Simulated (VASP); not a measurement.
Set up this calculation in VASP 6.6.1, as the native input.

- Task: single point
- Functional: r2SCAN
- Potentials or basis: VASP PAW PBE potentials, release 64 (Co)
- Cutoff: 520 eV
- k mesh: 12 × 12 × 4
- Occupations: gaussian, width 0.1 eV
- Spin: collinear spin, ferromagnetic start
- Starting moments: [3.0, 3.0] μB
- Dipole correction: no
- Further INCAR settings: ALGO = Normal; EDIFF = 1e-06; NBANDS = 20

Co:

```
Co
1.0
     2.49435    0.00000    0.00000
    -1.24718    2.16017    0.00000
     0.00000    0.00000    4.01199
Co
2
Direct
  0.66667 0.33333 0.75000
  0.33333 0.66667 0.25000
```

These files were run (other wordings do the same):

POSCAR

```
Co
1.0
    2.4943520863      0.0000000000      0.0000000000
   -1.2471760431      2.1601722727      0.0000000000
    0.0000000000      0.0000000000      4.0119874198
Co
2
Direct
    0.6666666667      0.3333333333      0.7500000000
    0.3333333333      0.6666666667      0.2500000000
```

INCAR.step1

```
PREC = Accurate
ENCUT = 520
ISMEAR = 0
SIGMA = 0.1
LREAL = False
LASPH = True
NELM = 150
ISPIN = 2
MAGMOM = 3 3
LMAXMIX = 4
NBANDS = 20
GGA = PE
ALGO = Normal
EDIFF = 1E-4
LWAVE = True
LCHARG = False
```

INCAR.step2

```
PREC = Accurate
ENCUT = 520
EDIFF = 1E-6
ISMEAR = 0
SIGMA = 0.1
LREAL = False
LASPH = True
NELM = 150
ALGO = Normal
ISIF = 2
LWAVE = False
LCHARG = False
ISPIN = 2
MAGMOM = 3 3
LORBIT = 11
LMAXMIX = 4
METAGGA = R2SCAN
LMIXTAU = True
NBANDS = 20
ISTART = 1
```

KPOINTS

```
Automatic mesh
0
Gamma
  12 12 4
```

Potentials or basis: VASP PAW PBE potentials, release 64 (Co).

Launch:

```sh
$ cat potpaw_PBE.64/Co/POTCAR > POTCAR
$ cp INCAR.step1 INCAR
$ mpirun -np 1 vasp_std > vasp.out
$ cp INCAR.step2 INCAR
$ mpirun -np 1 vasp_std > vasp.out
```

It gave:

```yaml
Pressure: -4.3 GPa
Net_moment: 3.46 μB per cell
Site_moments: Co +1.80 μB
Valence_electrons_inside_the_program's_atomic_spheres: Co 8.30
```

Caveat: the k points lie up to 0.39 Å⁻¹ apart; the PAW data sets were made with another functional, which shifts forces and pressure a little.

It took 92 s on 1 thread of AMD EPYC 9R45 96-Core Processor (Zen 5), with other jobs on the host, peak memory 0.14 GiB.
